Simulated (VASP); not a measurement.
Write the native input for VASP 6.6.1 that does the following.

| Item | Value |
| --- | --- |
| Task | single point |
| Functional | PBE |
| Potentials or basis | VASP PAW PBE potentials, release 64 (W_sv) |
| Cutoff | 520 eV |
| k mesh | 14 × 14 × 14 |
| Occupations | fermi-dirac, width 0.05 eV |
| Spin | no spin polarisation |
| Dipole correction | no |
| Further INCAR settings | ALGO = Normal; EDIFF = 1e-06; NBANDS = 13 |

The structure of W lies in POSCAR:

```
W
1.0
    0.0152250000      2.0300000000      2.0300000000
    2.0300000000      0.0152250000      2.0300000000
    2.0452250000      2.0452250000      0.0000000000
W
1
Direct
    0.0000000000      0.0000000000      0.0000000000
```

This cell differs from its parent crystal: xy shear strain of +1.5 %.

These files were run (other wordings do the same):

INCAR

```
SYSTEM = W
PREC = Accurate
ENCUT = 520
EDIFF = 1E-6
ISMEAR = -1
SIGMA = 0.05
LREAL = .FALSE.
LASPH = .TRUE.
NELM = 60
ALGO = Normal
ISIF = 2
LWAVE = .FALSE.
LCHARG = .TRUE.
GGA = PE
LELF = .TRUE.
LVHAR = .TRUE.
NBANDS = 13
```

KPOINTS

```
Automatic mesh
0
G
  14 14 14
  0 0 0
```

Potentials or basis: VASP PAW PBE potentials, release 64 (W_sv).

Command:

```console
$ cat potpaw_PBE.64/W_sv/POTCAR > POTCAR
$ mpirun -np 1 vasp_std > vasp.out
```

It gave:

```yaml
Pressure: -4.2 GPa
Band_gap_on_the_k_mesh: zero (band 7 reaches 13.17 eV, above the bottom of band 8 at 9.69 eV)
```

Caveat: the cell differs from its parent crystal (xy shear strain of +1.5 %); spin-orbit coupling is left out, which moves the levels of the heavy elements.

It took 23 s on 1 thread of Intel(R) Xeon(R) 6975P-C (Granite Rapids) (shared host), peak memory 0.21 GiB.
